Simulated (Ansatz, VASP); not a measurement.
**Ga: VASP beside Ansatz**

```
CELL_PARAMETERS angstrom
1.41012 -4.10547 0.00000
1.41012 4.10547 0.00000
-0.11975 0.00000 3.39524
ATOMIC_POSITIONS crystal
Ga 0.13100 0.86900 0.75000
Ga 0.86900 0.13100 0.25000
```

Alike in both runs: task single point; functional LDA; k mesh 10 × 10 × 8; occupations fermi-dirac, width 0.05 eV; no spin polarisation.

|  | VASP | Ansatz |
| --- | --- | --- |
| version | VASP 6.6.1 | Ansatz 0.2.0 |
| potentials or method | VASP PAW LDA potentials, release 64 (Ga_d) | Ansatz PAW |
| plane-wave cutoff (eV) | 520 | 420 |
| valence electrons in the cell | 26 | 26 |

VASP gave:

| Item | Value |
| --- | --- |
| gap on the k mesh at the Fermi level (eV) | none |
| pressure (GPa) | -6.1 |
| traceless stress, the component that is largest in VASP (GPa) | -0.44 |
| rms of the force components (eV/Å) | 0.086 |

**Question.** What did Ansatz give for the same quantities?

**Answer.** gap on the k mesh at the Fermi level (eV): none; pressure (GPa): -6.2; traceless stress, the component that is largest in VASP (GPa): -0.43; rms of the force components (eV/Å): 0.084.

LDA's correlation is that of Perdew and Zunger in VASP and of Perdew and Wang (1992) in Ansatz. Atom by atom the forces differ by 0.002 eV/Å (rms over components). A gap of «none» marks a metal or a gap that the smearing closes.
